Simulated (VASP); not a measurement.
# Mo2As (P4/nmm) in VASP: single point with PBE

Aim: the single point of Mo2As with PBE.

Everything below comes from runs of VASP 6.6.1. Logs are shortened: lines on timing, memory, paths and dates and some standing lists are left out, and cuts for length are marked.

## (1) The cell of the first run

Symmetry: P4/nmm, No. 129, tetragonal system. The conventional cell has a = 3.752 Å, b = 3.752 Å, c = 6.745 Å, α = 90.00°, β = 90.00°, γ = 90.00°. Within 3.5 Å of Mo (site symmetry -4m2) lie 8 Mo at 2.65 to 2.91 Å and 4 As at 2.72 Å. Mo (site symmetry 4mm) has 5 As at 2.55 to 2.66 Å and 8 Mo at 2.91 to 3.51 Å within 3.6 Å. As (site symmetry 4mm) has 9 Mo at 2.55 to 2.72 Å within 3.4 Å.

## (2) Single point, PBE

Input file INCAR:

```
ALGO = Fast
EDIFF = 1E-7
ENCUT = 520
GGA = PE
ISIF = 2
ISMEAR = 0
LASPH = T
LCHARG = F
LREAL = F
LWAVE = F
NBANDS = 42
NELM = 60
PREC = Accurate
SIGMA = 0.1
```

Input file KPOINTS:

```
k-points
0
Gamma
  10 10 6
```

Input file POSCAR:

```
Mo2As
1.0
    3.7517267243      0.0000000000      0.0000000000
    0.0000000000      3.7517267243      0.0000000000
    0.0000000000      0.0000000000      6.7454150319
Mo As
4 2
Direct
    0.0000000000      0.0000000000      0.0000000000
    0.5000000000      0.5000000000      0.0000000000
    0.0000000000      0.5000000000      0.3296420605
    0.5000000000      0.0000000000      0.6703579395
    0.0000000000      0.5000000000      0.7072098217
    0.5000000000      0.0000000000      0.2927901783
```

Potentials or basis: VASP PAW PBE potentials, release 64 (Mo_sv, As).

The run is started by

```
$ cat potpaw_PBE.64/Mo_sv/POTCAR potpaw_PBE.64/As/POTCAR > POTCAR
$ mpirun -np 1 vasp_std > vasp.out
```

OUTCAR:

```text
EDIFF = 1E-7
   ENCUT = 520
   GGA = PE
   ISIF = 2
   ISMEAR = 0
   LASPH = T
   LREAL = F
   NELM = 60
   PREC = Accurate

 ion  position               nearest neighbor table
   1  0.000  0.000  0.000-   2 2.65   2 2.65   2 2.65   2 2.65   5 2.72   6 2.72   6 2.72   5 2.72
                             3 2.91   4 2.91   3 2.91   4 2.91
   2  0.500  0.500  0.000-   1 2.65   1 2.65   1 2.65   1 2.65   6 2.72   6 2.72   5 2.72   5 2.72
                             3 2.91   3 2.91   4 2.91   4 2.91
   3  0.000  0.500  0.330-   5 2.55   6 2.66   6 2.66   6 2.66   6 2.66   1 2.91   2 2.91   2 2.91
                             1 2.91
   4  0.500  0.000  0.670-   6 2.55   5 2.66   5 2.66   5 2.66   5 2.66   1 2.91   1 2.91   2 2.91
                             2 2.91
   5  0.000  0.500  0.707-   3 2.55   4 2.66   4 2.66   4 2.66   4 2.66   1 2.72   2 2.72   2 2.72
                             1 2.72
   6  0.500  0.000  0.293-   4 2.55   3 2.66   3 2.66   3 2.66   3 2.66   1 2.72   1 2.72   2 2.72
                             2 2.72

  LATTYP: Found a simple tetragonal cell.
 ALAT       =     3.7517267243
 C/A-ratio  =     1.7979494584

  Lattice vectors:

 A1 = (   3.7517267243,   0.0000000000,   0.0000000000)
 A2 = (   0.0000000000,   3.7517267243,   0.0000000000)
 A3 = (   0.0000000000,   0.0000000000,   6.7454150319)

Analysis of symmetry for initial positions (statically):
=====================================================================
 Subroutine PRICEL returns:
 Original cell was already a primitive cell.

 Routine SETGRP: Setting up the symmetry group for a
 simple tetragonal supercell.

 Subroutine GETGRP returns: Found 16 space group operations
 (whereof  8 operations were pure point group operations)
 out of a pool of 16 trial point group operations.

The static configuration has the point symmetry D_2d.
 The point group associated with its full space group is D_4h.

Analysis of symmetry for dynamics (positions and initial velocities):
=====================================================================
 Subroutine PRICEL returns:
 Original cell was already a primitive cell.

 Routine SETGRP: Setting up the symmetry group for a
 simple tetragonal supercell.

 Subroutine GETGRP returns: Found 16 space group operations
 (whereof  8 operations were pure point group operations)
 out of a pool of 16 trial point group operations.

The dynamic configuration has the point symmetry D_2d.
 The point group associated with its full space group is D_4h.

 Subroutine INISYM returns: Found 16 space group operations
 (whereof  8 operations are pure point group operations),
 and found     1 'primitive' translations

----------------------------------------------------------------------------------------

                                     Primitive cell

  volume of cell :      94.9448

  direct lattice vectors                    reciprocal lattice vectors
     3.751726724  0.000000000  0.000000000     0.266543934  0.000000000  0.000000000
     0.000000000  3.751726724  0.000000000     0.000000000  0.266543934  0.000000000
     0.000000000  0.000000000  6.745415032     0.000000000  0.000000000  0.148248847

  length of vectors
     3.751726724  3.751726724  6.745415032     0.266543934  0.266543934  0.148248847

  position of ions in fractional coordinates (direct lattice)
     0.000000000  0.000000000  0.000000000
     0.500000000  0.500000000  0.000000000
     0.000000000  0.500000000  0.329642060
     0.500000000  0.000000000  0.670357940
     0.000000000  0.500000000  0.707209822
     0.500000000  0.000000000  0.292790178

  ion indices of the primitive-cell ions
   primitive index   ion index
                 1           1
                 2           2
                 3           3
                 4           4
                 5           5
                 6           6

----------------------------------------------------------------------------------------

 KPOINTS: k-points

Automatic generation of k-mesh.
 Grid dimensions read from file:
 generate k-points for:   10   10    6

 Generating k-lattice:

  Cartesian coordinates                     Fractional coordinates (reciprocal lattice)
     0.026654393  0.000000000  0.000000000     0.100000000  0.000000000  0.000000000
     0.000000000  0.026654393  0.000000000     0.000000000  0.100000000  0.000000000
     0.000000000  0.000000000  0.024708141     0.000000000  0.000000000  0.166666667

  Length of vectors
     0.026654393  0.026654393  0.024708141

  Shift w.r.t. Gamma in fractional coordinates (k-lattice)
     0.000000000  0.000000000  0.000000000

 Subroutine IBZKPT returns following result:
 ===========================================

 Found     84 irreducible k-points:

 Following reciprocal coordinates:
            Coordinates               Weight
  0.000000  0.000000  0.000000      1.000000
  0.100000  0.000000  0.000000      4.000000
  0.200000  0.000000  0.000000      4.000000
  0.300000  0.000000  0.000000      4.000000
  0.400000  0.000000  0.000000      4.000000
  0.500000  0.000000  0.000000      2.000000
[... 16 lines left out ...]
  0.100000  0.000000  0.166667      8.000000
  0.200000  0.000000  0.166667      8.000000
 [... further k-points ...]
   k-points           NKPTS =     84   k-points in BZ     NKDIM =     84   number of bands    NBANDS=     42
   number of dos      NEDOS =    301   number of ions     NIONS =      6
   total plane-waves  NPLWV =  39200
   dimension x,y,z NGX =    28 NGY =   28 NGZ =   50
   dimension x,y,z NGXF=    56 NGYF=   56 NGZF=  100
   ions per type =               4   2
   NGX,Y,Z   is equivalent  to a cutoff of  12.41, 12.41, 12.32 a.u.
   NGXF,Y,Z  is equivalent  to a cutoff of  24.81, 24.81, 24.65 a.u.
 SYSTEM =  unknown system
   PREC   = accura    normal or accurate (medium, high low for compatibility)
   ISTART =      0    job   : 0-new  1-cont  2-samecut
   ICHARG =      2    charge: 1-file 2-atom 10-const
   ISPIN  =      1    spin polarized calculation?
   LNONCOLLINEAR =      F non collinear calculations
   LSORBIT =      F    spin-orbit coupling
   LASPH  =      T    aspherical Exc in radial PAW
   ENCUT  =  520.0 eV  38.22 Ry    6.18 a.u.   6.98  6.98 12.54*2*pi/ulx,y,z
   NELM   =     60;   NELMIN=  2; NELMDL= -5     # of ELM steps
   EDIFF  = 0.1E-06   stopping-criterion for ELM
   LREAL  =      F    real-space projection
   EDIFFG = 0.1E-05   stopping-criterion for IOM
   NSW    =      0    number of steps for IOM
   IBRION =     -1    ionic relax: 0-MD 1-quasi-New 2-CG
   NFREE  =      0    steps in history (QN), initial steepest desc. (CG)
   ISIF   =      2    stress and relaxation
   ISYM   =      2    0-nonsym 1-usesym 2-fastsym
   POTIM  = 0.5000    time-step for ionic-motion
   TEBEG  =    0.0;   TEEND  =   0.0 temperature during run
   PSTRESS=    0.0 pullay stress
   NELECT =      66.0000    total number of electrons
   NUPDOWN=      -1.0000    fix difference up-down
   EMIN   =  10.00;   EMAX   =-10.00  energy-range for DOS
   EFERMI =   0.00;   METHOD = LEGACY
   ISMEAR =     0;   SIGMA  =   0.10  broadening in eV -4-tet -1-fermi 0-gaus
   EFERMI_NEDOS =   21; number of points for ismear=-14 and -15
   IALGO  =     68    algorithm
   IMIX   =      4    mixing-type and parameters
     AMIX     =   0.40;   BMIX     =  1.00
     AMIX_MAG =   1.60;   BMIX_MAG =  1.00
  volume/ion in A,a.u.               =      15.82       106.79
  Fermi-wavevector in a.u.,A,eV,Ry     =   1.450215  2.740509 28.614741  2.103124
  Thomas-Fermi vector in A             =   2.567853
   LORBIT       =      0    0 simple, 1 ext, 2 COOP (PROOUT), +10 PAW based schemes
   GGA     = PE    functional components
   LHFCALC =     F    Hartree Fock is set to
   AEXX    =    0.0000 exact exchange contribution
   IVDW    =     0    specifies the selected vdW correction
   LEPSILON=     F    determine dielectric tensor
   LRPA    =     F    only Hartree local field effects (RPA)
 non-spin polarized calculation
 RMM-DIIS sequential band-by-band and
 Gauss-broadening in eV      SIGMA  =   0.10
  energy-cutoff  :      520.00
  volume of cell :       94.94
 maximum number of plane-waves:      2588
 NGX is ok and might be reduce to    28
   NGX = 13   NGY = 13   NGZ = 25

 number of electron      66.0000009 magnetization

 Free energy of the ion-electron system (eV)
  ---------------------------------------------------
  ext. energy  EPLUGINS =         0.00000000
  ---------------------------------------------------
  free energy    TOTEN  =       -53.00434825 eV

  energy without entropy =      -52.98371267  energy(sigma->0) =      -52.99403046

 E-fermi :  11.3653     XC(G=0): -12.6618

 val. band max:       11.3300925673   @ k =   0.5000   0.2000   0.1667
 cond. band min:      11.3697391019   @ k =   0.4000   0.4000   0.1667
 fundamental gap:      0.0396465346
 Fermi energy:        11.3653352508

 k-point     1 :       0.0000    0.0000    0.0000
  band No.  band energies     occupation
      1     -49.9095      2.00000
      2     -49.6795      2.00000
      3     -49.6760      2.00000
      4     -49.5823      2.00000
      5     -24.4467      2.00000
      6     -24.4467      2.00000
[... 34 lines left out ...]
     41      13.0793      0.00000
     42      13.1160      0.00000

 k-point     2 :       0.1000    0.0000    0.0000
  band No.  band energies     occupation
      1     -49.9017      2.00000
      2     -49.6796      2.00000
      3     -49.6758      2.00000
      4     -49.5900      2.00000
      5     -24.4273      2.00000
      6     -24.4227      2.00000
[... 34 lines left out ...]
     41      13.3629      0.00000
     42      14.1431      0.00000

 k-point     3 :       0.2000    0.0000    0.0000
  band No.  band energies     occupation
      1     -49.8789      2.00000
      2     -49.6802      2.00000
      3     -49.6751      2.00000
      4     -49.6118      2.00000
      5     -24.3700      2.00000
      6     -24.3529      2.00000
[... 897 lines left out ...]
      4     -49.5900      2.00000
      5     -24.4271      2.00000
      6     -24.4222      2.00000
[... 34 lines left out ...]
     41      13.7396      0.00000
     42      14.5795      0.00000

 k-point    24 :       0.2000    0.0000    0.1667
  band No.  band energies     occupation
      1     -49.8787      2.00000
      2     -49.6835      2.00000
      3     -49.6720      2.00000
      4     -49.6118      2.00000
      5     -24.3707      2.00000
      6     -24.3524      2.00000
[... 34 lines left out ...]
     41      13.8838      0.00000
     42      14.4684      0.00000

 [... further k-points ...]

------------------------ aborting loop because EDIFF is reached ----------------------------------------

  FORCE on cell =-STRESS in cart. coord.  units (eV):
  Direction    XX          YY          ZZ          XY          YZ          ZX
  --------------------------------------------------------------------------------------
  -------------------------------------------------------------------------------------
  Total        0.2766282      0.2766282      0.3050255      0.0000000     -0.0000000      0.0000000
  in kB        4.6680550      4.6680550      5.1472551      0.0000000     -0.0000000      0.0000000
  external PRESSURE =       4.8277883 kB  Pullay stress =       0.0000000 kB

 VOLUME and BASIS-vectors are now :
 -----------------------------------------------------------------------------
  energy-cutoff  :      520.00
  volume of cell :       94.94
      direct lattice vectors                 reciprocal lattice vectors
     3.751726724  0.000000000  0.000000000     0.266543934  0.000000000  0.000000000
     0.000000000  3.751726724  0.000000000     0.000000000  0.266543934  0.000000000
     0.000000000  0.000000000  6.745415032     0.000000000  0.000000000  0.148248847

 POSITION                                       TOTAL-FORCE (eV/Angst)
 -----------------------------------------------------------------------------------
      0.00000      0.00000      0.00000        -0.000000     -0.000000      0.000000
      1.87586      1.87586      0.00000        -0.000000     -0.000000      0.000000
      0.00000      1.87586      2.22357        -0.000000      0.000000      0.000728
      1.87586      0.00000      4.52184        -0.000000     -0.000000     -0.000728
      0.00000      1.87586      4.77042         0.000000      0.000000     -0.008051
      1.87586      0.00000      1.97499        -0.000000     -0.000000      0.008051
 -----------------------------------------------------------------------------------
    total drift:                                0.000000      0.000000      0.000000

  FREE ENERGIE OF THE ION-ELECTRON SYSTEM (eV)
  ---------------------------------------------------
  free  energy   TOTEN  =       -53.0043482459 eV

  energy  without entropy=      -52.9837126724  energy(sigma->0) =      -52.99403046
```

Run time: 11 min. Hardware: 1 thread of Intel Xeon 8259CL, shared host; peak memory 0.37 GiB.

What came out:

| Item | Value |
| --- | --- |
| Free energy | -53.0043 eV |
| Pressure | 0.5 GPa |
| Largest force | 0.008 eV/Å |
| Band gap on the k mesh | zero (bands 33 and 34 overlap by 0.58 eV) |

Forces on the atoms (eV/Å):
```
Mo   0.000  0.000  0.000
Mo   0.000  0.000  0.000
Mo   0.000  0.000  0.001
Mo   0.000  0.000 -0.001
As   0.000  0.000 -0.008
As   0.000  0.000  0.008
```
